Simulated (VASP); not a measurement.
Runs of VASP 6.6.1 on InP. The structure is that of space group Fm-3m (No. 225), or close to it. The cells are those of the table. 

```tsv
cell	gap on the mesh (eV)	pressure (GPa)
a = 4.019 Å, angles 60.0°, 2 atoms	none	-4.7
a = 3.847 Å, angles 60.0°, 2 atoms	none	4.5
a = 3.810 Å, angles 60.0°, 2 atoms	none	(b)
a = 3.986 Å, angles 60.0°, 2 atoms	none	-3.4
a = 3.882 Å, angles 60.0°, 2 atoms	none	(a)
```

Alike in all rows: task single point; level PBE; potentials or basis VASP PAW PBE potentials, release 64 (In_d, P); no spin polarisation; k mesh 20 × 20 × 20; cutoff (eV) 520; smearing gaussian 0.15 eV.

Problem. Fill in the values left out.

Solution. (a) 2.1; (b) 7.4.

Caveats: spin-orbit coupling is left out, which moves the levels of the heavy elements; the cell stands under tension (at least some runs); the cell stands under pressure (at least some runs).

A k mesh can miss the band edges, and the runs leave out spin-orbit coupling on In.

A gap of «none» marks levels without a gap at the run's occupations.
